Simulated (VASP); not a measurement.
HgTe, 2 atoms in the cell. The structure is cubic, space group F-43m (No. 216). Conventional cell: a = 6.650 Å, b = 6.650 Å, c = 6.650 Å, α = 90.00°, β = 90.00°, γ = 90.00°. Hg (site symmetry -43m) has 4 Te at 2.88 Å within 3.8 Å. Te (site symmetry -43m) has 4 Hg at 2.88 Å within 3.8 Å. 

```yaml
Program: VASP 6.6.1
Task: single point
Functional: PBE
Potentials_or_basis: VASP PAW PBE potentials, release 64 (Hg, Te)
Cutoff: 520 eV
k_mesh: 10 × 10 × 10
Occupations: gaussian, width 0.15 eV
Spin: no spin polarisation
Dipole_correction: no
Further_INCAR_settings: ALGO = Normal; EDIFF = 1e-06; NBANDS = 16
```

Potentials or basis: VASP PAW PBE potentials, release 64 (Hg, Te).

The run is started by

```console
$ cat potpaw_PBE.64/Hg/POTCAR potpaw_PBE.64/Te/POTCAR > POTCAR
$ mpirun -np 1 vasp_std > vasp.out
```

Hardware: 1 thread of Intel(R) Xeon(R) 6975P-C (Granite Rapids) (shared host).

How long does it take, and how much memory?

Wall time 19 s on 1 thread of Intel(R) Xeon(R) 6975P-C (Granite Rapids) (shared host), peak memory 0.23 GiB. Counts: scf iterations 12, k points 47.
